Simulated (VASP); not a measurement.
# Zr (P6_3/mmc) in VASP: further runs

The runs below take Zr through single point, relaxation of cell and atoms, with BLYP.

Everything below comes from runs of VASP 6.6.1. Logs are shortened: lines on timing, memory, paths and dates and some standing lists are left out, and cuts for length are marked.

## (1) The cell of the first run

It takes space group P6_3/mmc (No. 194, hexagonal). Conventional cell: a = 3.269 Å, b = 3.269 Å, c = 5.221 Å, α = 90.00°, β = 90.00°, γ = 120.00°. Zr (site symmetry -6m2) has 12 Zr at 3.22 to 3.27 Å within 4.2 Å.

## (2) Single point, BLYP, collinear spin

The input, INCAR:

```
SYSTEM = Zr
AGGAC    = 1.0          
AGGAX    = 1.0          
ALDAC    = 0.0          
ALDAX    = 1.0          
ALGO     = Normal         ! electronic algorithm
EDIFF    = 1E-6           ! SCF threshold, eV
ENCUT    = 520            ! plane-wave cutoff, eV
GGA      = B5             ! functional
ISIF     = 2              ! what is computed and relaxed
ISMEAR   = -1             ! smearing method
ISPIN    = 2              ! spin polarisation
LASPH    = .True.         ! aspherical terms in the spheres
LCHARG   = .False.        ! write CHGCAR
LMAXMIX  = 4              ! l up to which the mixer works
LORBIT   = 11             ! projections on sites
LREAL    = .False.        ! projectors in reciprocal space
LWAVE    = .False.        ! write WAVECAR
MAGMOM   = 1 1            ! initial moments
NBANDS   = 23             ! bands
NELM     = 150            ! most SCF steps
PREC     = Accurate       ! precision mode
SIGMA    = 0.05           ! smearing width, eV
```

The input, KPOINTS:

```
k-points
0
Gamma
  11 11 6
  0 0 0
```

The input, POSCAR:

```
Zr
1.0
    3.2691499476      0.0000000000      0.0000000000
   -1.6345749738      2.8311669034      0.0000000000
    0.0000000000      0.0000000000      5.2206534148
Zr
2
Direct
    0.3333333333      0.6666666667      0.2500000000
    0.6666666667      0.3333333333      0.7500000000
```

Potentials or basis: VASP PAW PBE potentials, release 64 (Zr_sv).

Run with:

```sh
cat potpaw_PBE.64/Zr_sv/POTCAR > POTCAR
mpirun -np 1 vasp_std > vasp.out
```

OUTCAR:

```text
SYSTEM = Zr
   EDIFF = 1E-6
   ENCUT = 520
   GGA = B5
   ISIF = 2
   ISMEAR = -1
   ISPIN = 2
   LASPH = .True.
   LORBIT = 11
   LREAL = .False.
   NELM = 150
   PREC = Accurate

 ion  position               nearest neighbor table
   1  0.333  0.667  0.250-   2 3.22   2 3.22   2 3.22   2 3.22   2 3.22   2 3.22
   2  0.667  0.333  0.750-   1 3.22   1 3.22   1 3.22   1 3.22   1 3.22   1 3.22

  LATTYP: Found a hexagonal cell.
 ALAT       =     3.2691499476
 C/A-ratio  =     1.5969452299

  Lattice vectors:

 A1 = (   3.2691499476,   0.0000000000,   0.0000000000)
 A2 = (  -1.6345749738,   2.8311669034,   0.0000000000)
 A3 = (   0.0000000000,   0.0000000000,   5.2206534148)

Analysis of symmetry for initial positions (statically):
=====================================================================
 Subroutine PRICEL returns:
 Original cell was already a primitive cell.

 Routine SETGRP: Setting up the symmetry group for a
 hexagonal supercell.

 Subroutine GETGRP returns: Found 24 space group operations
 (whereof 12 operations were pure point group operations)
 out of a pool of 24 trial point group operations.

The static configuration has the point symmetry D_3d.
 The point group associated with its full space group is D_6h.

Analysis of symmetry for dynamics (positions and initial velocities):
=====================================================================
 Subroutine PRICEL returns:
 Original cell was already a primitive cell.

 Routine SETGRP: Setting up the symmetry group for a
 hexagonal supercell.

 Subroutine GETGRP returns: Found 24 space group operations
 (whereof 12 operations were pure point group operations)
 out of a pool of 24 trial point group operations.

The dynamic configuration has the point symmetry D_3d.
 The point group associated with its full space group is D_6h.

Analysis of structural, dynamic, and magnetic symmetry:
=====================================================================
 Subroutine PRICEL returns:
 Original cell was already a primitive cell.

 Routine SETGRP: Setting up the symmetry group for a
 hexagonal supercell.

 Subroutine GETGRP returns: Found 24 space group operations
 (whereof 12 operations were pure point group operations)
 out of a pool of 24 trial point group operations.

The overall configuration has the point symmetry D_3d.
 The point group associated with its full space group is D_6h.

 Subroutine INISYM returns: Found 24 space group operations
 (whereof 12 operations are pure point group operations),
 and found     1 'primitive' translations

----------------------------------------------------------------------------------------

                                     Primitive cell

  volume of cell :      48.3198

  direct lattice vectors                    reciprocal lattice vectors
     3.269149948  0.000000000  0.000000000     0.305889915  0.176605625  0.000000000
    -1.634574974  2.831166903  0.000000000     0.000000000  0.353211250  0.000000000
     0.000000000  0.000000000  5.220653415     0.000000000  0.000000000  0.191546904

  length of vectors
     3.269149948  3.269149948  5.220653415     0.353211250  0.353211250  0.191546904

  position of ions in fractional coordinates (direct lattice)
     0.333333333  0.666666667  0.250000000
     0.666666667  0.333333333  0.750000000

  ion indices of the primitive-cell ions
   primitive index   ion index
                 1           1
                 2           2

----------------------------------------------------------------------------------------

 KPOINTS: k-points

Automatic generation of k-mesh.
 Grid dimensions read from file:
 generate k-points for:   11   11    6

 Generating k-lattice:

  Cartesian coordinates                     Fractional coordinates (reciprocal lattice)
     0.027808174  0.016055057  0.000000000     0.090909091  0.000000000  0.000000000
     0.000000000  0.032110114  0.000000000     0.000000000  0.090909091  0.000000000
     0.000000000  0.000000000  0.031924484     0.000000000  0.000000000  0.166666667

  Length of vectors
     0.032110114  0.032110114  0.031924484

  Shift w.r.t. Gamma in fractional coordinates (k-lattice)
     0.000000000  0.000000000  0.000000000

 Subroutine IBZKPT returns following result:
 ===========================================

 Found     64 irreducible k-points:

 Following reciprocal coordinates:
            Coordinates               Weight
  0.000000  0.000000  0.000000      1.000000
  0.090909  0.000000  0.000000      6.000000
  0.181818 -0.000000  0.000000      6.000000
  0.272727 -0.000000  0.000000      6.000000
  0.363636 -0.000000  0.000000      6.000000
  0.454545 -0.000000  0.000000      6.000000
[... 16 lines left out ...]
  0.090909  0.090909  0.166667     12.000000
  0.181818  0.090909  0.166667     24.000000
 [... further k-points ...]
   k-points           NKPTS =     64   k-points in BZ     NKDIM =     64   number of bands    NBANDS=     23
   number of dos      NEDOS =    301   number of ions     NIONS =      2
   total plane-waves  NPLWV =  23040
   dimension x,y,z NGX =    24 NGY =   24 NGZ =   40
   dimension x,y,z NGXF=    48 NGYF=   48 NGZF=   80
   ions per type =               2
   NGX,Y,Z   is equivalent  to a cutoff of  12.20, 12.20, 12.74 a.u.
   NGXF,Y,Z  is equivalent  to a cutoff of  24.41, 24.41, 25.48 a.u.
 SYSTEM =  Zr
   PREC   = accura    normal or accurate (medium, high low for compatibility)
   ISTART =      0    job   : 0-new  1-cont  2-samecut
   ICHARG =      2    charge: 1-file 2-atom 10-const
   ISPIN  =      2    spin polarized calculation?
   LNONCOLLINEAR =      F non collinear calculations
   LSORBIT =      F    spin-orbit coupling
   LASPH  =      T    aspherical Exc in radial PAW
   ENCUT  =  520.0 eV  38.22 Ry    6.18 a.u.   6.08  6.08  9.71*2*pi/ulx,y,z
   NELM   =    150;   NELMIN=  2; NELMDL= -5     # of ELM steps
   EDIFF  = 0.1E-05   stopping-criterion for ELM
   LREAL  =      F    real-space projection
   EDIFFG = 0.1E-04   stopping-criterion for IOM
   NSW    =      0    number of steps for IOM
   IBRION =     -1    ionic relax: 0-MD 1-quasi-New 2-CG
   NFREE  =      0    steps in history (QN), initial steepest desc. (CG)
   ISIF   =      2    stress and relaxation
   ISYM   =      2    0-nonsym 1-usesym 2-fastsym
   POTIM  = 0.5000    time-step for ionic-motion
   TEBEG  =    0.0;   TEEND  =   0.0 temperature during run
   PSTRESS=    0.0 pullay stress
   NELECT =      24.0000    total number of electrons
   NUPDOWN=      -1.0000    fix difference up-down
   EMIN   =  10.00;   EMAX   =-10.00  energy-range for DOS
   EFERMI =   0.00;   METHOD = LEGACY
   ISMEAR =    -1;   SIGMA  =   0.05  broadening in eV -4-tet -1-fermi 0-gaus
   EFERMI_NEDOS =   21; number of points for ismear=-14 and -15
   IALGO  =     38    algorithm
   IMIX   =      4    mixing-type and parameters
     AMIX     =   0.40;   BMIX     =  1.00
     AMIX_MAG =   1.60;   BMIX_MAG =  1.00
  volume/ion in A,a.u.               =      24.16       163.04
  Fermi-wavevector in a.u.,A,eV,Ry     =   1.296493  2.450017 22.869954  1.680894
  Thomas-Fermi vector in A             =   2.427946
   LORBIT       =     11    0 simple, 1 ext, 2 COOP (PROOUT), +10 PAW based schemes
   GGA     = B5    functional components
   LHFCALC =     F    Hartree Fock is set to
   AEXX    =    0.0000 exact exchange contribution
   IVDW    =     0    specifies the selected vdW correction
   LEPSILON=     F    determine dielectric tensor
   LRPA    =     F    only Hartree local field effects (RPA)
 spin polarized calculation
  energy-cutoff  :      520.00
  volume of cell :       48.32
 maximum number of plane-waves:      1315
   NGX = 13   NGY = 13   NGZ = 19

 number of electron      24.0000001 magnetization       0.0014022

 number of electron      24.0000001 magnetization      -0.0003094

 Free energy of the ion-electron system (eV)
  ---------------------------------------------------
  ext. energy  EPLUGINS =         0.00000000
  ---------------------------------------------------
  free energy    TOTEN  =       -14.66572295 eV

  energy without entropy =      -14.64966467  energy(sigma->0) =      -14.65769381

 E-fermi :   9.0936     XC(G=0): -10.3477

 val. band max:        9.0748118987   @ k =   0.3636   0.2727   0.3333
 cond. band min:       9.1163402439   @ k =   0.0909   0.0909   0.3333
 fundamental gap:      0.0415283452
 Fermi energy:         9.0936176443

 spin component 1

 k-point     1 :       0.0000    0.0000    0.0000
  band No.  band energies     occupation
      1     -39.7508      1.00000
      2     -39.6186      1.00000
      3     -18.3089      1.00000
      4     -17.5329      1.00000
      5     -17.5329      1.00000
      6     -17.4225      1.00000
[... 15 lines left out ...]
     22      19.6389      0.00000
     23      21.2448      0.00000

 k-point     2 :       0.0909    0.0000    0.0000
  band No.  band energies     occupation
      1     -39.7426      1.00000
      2     -39.6152      1.00000
      3     -18.2867      1.00000
      4     -17.5820      1.00000
      5     -17.5490      1.00000
      6     -17.4591      1.00000
[... 15 lines left out ...]
     22      20.1615      0.00000
     23      21.5600      0.00000
[... 544 lines left out ...]
     22      20.6262      0.00000
     23      22.0036      0.00000

 k-point    24 :       0.1818    0.0909    0.1667
  band No.  band energies     occupation
      1     -39.6941      1.00000
      2     -39.6068      1.00000
      3     -18.1426      1.00000
      4     -17.7836      1.00000
      5     -17.7460      1.00000
      6     -17.6129      1.00000
[... 15 lines left out ...]
     22      21.0253      0.00000
     23      21.5080      0.00000

 [... further k-points ...]

 spin component 2

 k-point     1 :       0.0000    0.0000    0.0000
  band No.  band energies     occupation
      1     -39.7508      1.00000
      2     -39.6187      1.00000
      3     -18.3090      1.00000
      4     -17.5329      1.00000
      5     -17.5329      1.00000
      6     -17.4225      1.00000
[... 15 lines left out ...]
     22      19.6389      0.00000
     23      21.2447      0.00000

 k-point     2 :       0.0909    0.0000    0.0000
  band No.  band energies     occupation
      1     -39.7427      1.00000
      2     -39.6153      1.00000
      3     -18.2867      1.00000
      4     -17.5820      1.00000
      5     -17.5490      1.00000
      6     -17.4592      1.00000
[... 15 lines left out ...]
     22      20.1615      0.00000
     23      21.5599      0.00000
[... 544 lines left out ...]
     22      20.6261      0.00000
     23      22.0035      0.00000

 k-point    24 :       0.1818    0.0909    0.1667
  band No.  band energies     occupation
      1     -39.6942      1.00000
      2     -39.6069      1.00000
      3     -18.1426      1.00000
      4     -17.7836      1.00000
      5     -17.7461      1.00000
      6     -17.6130      1.00000
[... 15 lines left out ...]
     22      21.0253      0.00000
     23      21.5079      0.00000

 [... further k-points ...]

------------------------ aborting loop because EDIFF is reached ----------------------------------------

  FORCE on cell =-STRESS in cart. coord.  units (eV):
  Direction    XX          YY          ZZ          XY          YZ          ZX
  --------------------------------------------------------------------------------------
  -------------------------------------------------------------------------------------
  Total        0.0357206      0.0357206      0.0515049      0.0000000      0.0000000      0.0000000
  in kB        1.1844142      1.1844142      1.7077893      0.0000000      0.0000000      0.0000000
  external PRESSURE =       1.3588726 kB  Pullay stress =       0.0000000 kB

 VOLUME and BASIS-vectors are now :
 -----------------------------------------------------------------------------
  energy-cutoff  :      520.00
  volume of cell :       48.32
      direct lattice vectors                 reciprocal lattice vectors
     3.269149948  0.000000000  0.000000000     0.305889915  0.176605625  0.000000000
    -1.634574974  2.831166903  0.000000000     0.000000000  0.353211250  0.000000000
     0.000000000  0.000000000  5.220653415     0.000000000  0.000000000  0.191546904

 POSITION                                       TOTAL-FORCE (eV/Angst)
 -----------------------------------------------------------------------------------
     -0.00000      1.88744      1.30516        -0.000000      0.000000      0.000000
      1.63457      0.94372      3.91549         0.000000      0.000000      0.000000
 -----------------------------------------------------------------------------------
    total drift:                                0.000000     -0.000000      0.000000

  FREE ENERGIE OF THE ION-ELECTRON SYSTEM (eV)
  ---------------------------------------------------
  free  energy   TOTEN  =       -14.6657229467 eV

  energy  without entropy=      -14.6496646701  energy(sigma->0) =      -14.65769381

 total charge

# of ion       s       p       d       tot
------------------------------------------
    1        2.230   5.950   1.646   9.825
    2        2.230   5.950   1.646   9.825
--------------------------------------------------
tot          4.460  11.899   3.291  19.651

 magnetization (x)

# of ion       s       p       d       tot
------------------------------------------
    1       -0.000  -0.000  -0.000  -0.000
    2       -0.000  -0.000  -0.000  -0.000
--------------------------------------------------
tot         -0.000  -0.000  -0.000  -0.000
```

It took 46 s on 1 thread of Intel Xeon 6975P-C (Granite Rapids), shared host; peak memory 0.23 GiB.

Results:

```
Free energy                                           : -14.6657 eV
Pressure                                              : 0.1 GPa
Band gap on the k mesh                                : zero (filled and empty bands overlap)
Net moment                                            : 0.00 μB per cell
Valence electrons inside the program's atomic spheres : Zr 9.82
```

Caveat: the PAW data sets were made with another functional, which shifts forces and pressure a little.

## (3) Relaxation of cell and atoms, BLYP, collinear spin

This run uses another cell than the first one, of 23.28 Å³/atom.

The input, INCAR:

```
SYSTEM = Zr
PREC = Accurate
ENCUT = 600
EDIFF = 1E-7
ISMEAR = -1
SIGMA = 0.05
LREAL = .False.
LASPH = .True.
NELM = 150
ALGO = Normal
ISIF = 3
LWAVE = .False.
LCHARG = .False.
ISPIN = 2
MAGMOM = 1 1
LORBIT = 11
LMAXMIX = 4
GGA = B5
ALDAX = 1.0
AGGAX = 1.0
AGGAC = 1.0
ALDAC = 0.0
IBRION = 2
NSW = 80
EDIFFG = -0.01
```

The input, KPOINTS:

```
regular mesh
0
Gamma
  11 11 6
  0 0 0
```

The input, POSCAR:

```
Zr
1.0
    3.2319982225      0.0000000000      0.0000000000
   -1.6159991112      2.7989925656      0.0000000000
    0.0000000000      0.0000000000      5.1470000000
Zr
2
Direct
    0.3333333333      0.6666666667      0.2500000000
    0.6666666667      0.3333333333      0.7500000000
```

Potentials or basis: VASP PAW PBE potentials, release 64 (Zr_sv).

Run with:

```sh
cat potpaw_PBE.64/Zr_sv/POTCAR > POTCAR
mpirun -np 1 vasp_std > vasp.out
```

It took 3.6 min on 1 thread of Intel Xeon 6975P-C (Granite Rapids), shared host; peak memory 0.26 GiB.

It converged, with:

* Free energy: -14.6635 eV
* Relaxed volume: 24.18 Å³/atom
* Relaxed cell: a = 3.270 Å, b = 3.270 Å, c = 5.225 Å, α = 90.00°, β = 90.00°, γ = 120.00°
* Space group after relaxing (to 0.1 Å): P6_3/mmc (No. 194)
* Energy gained by relaxing: 10.3 meV/atom
* Ionic steps: 6
* Pressure after relaxing: 0.0 GPa
* Band gap on the k mesh: zero (filled and empty bands overlap)
* Net moment: 0.00 μB per cell
* Valence electrons inside the program's atomic spheres: Zr 9.82

The path:
```tsv
step	energy change (eV)	largest force (eV/Å)	pressure (GPa)	volume (Å³)
1	0.0000	0.0000	3.68	46.56
2	-0.0019	0.0000	-3.15	50.25
3	-0.0206	0.0000	-0.03	48.41
4	-0.0206	0.0000	0.03	48.37
5	-0.0206	0.0000	0.04	48.37
6	-0.0206	0.0000	0.04	48.37
```

Final structure:
```
Zr
1.0
     3.26951    0.00000    0.00000
    -1.63475    2.83147    0.00000
     0.00000    0.00000    5.22475
Zr
2
Direct
  0.33333 0.66667 0.25000
  0.66667 0.33333 0.75000
```

Levels at points of the mesh, in eV from the Fermi level:
Spin up:
| k point | band 10 | band 11 | band 12 | band 13 | band 14 | band 15 |
| --- | --- | --- | --- | --- | --- | --- |
| (0.00, 0.00, 0.00) | -2.91 | 0.79 | 0.79 | 0.89 | 1.21 | 1.43 |
| (0.00, 0.00, 0.50) | -3.80 | 0.02 | 0.02 | 0.70 | 0.70 | 0.70 |
Spin down:
| k point | band 9 | band 10 | band 11 | band 12 | band 13 | band 14 | band 15 | band 16 |
| --- | --- | --- | --- | --- | --- | --- | --- | --- |
| (0.00, 0.00, 0.00) | -5.44 | -2.91 | 0.79 | 0.79 | 0.89 | 1.21 | 1.43 | 1.43 |
| (0.00, 0.00, 0.50) | -3.80 | -3.80 | 0.02 | 0.02 | 0.70 | 0.70 | 0.70 | 0.70 |

Caveat: the PAW data sets were made with another functional, which shifts forces and pressure a little. Zero-point motion and thermal expansion aren't in these numbers.

The gap in the log of VASP goes by the Fermi energy; the results here count the filled bands.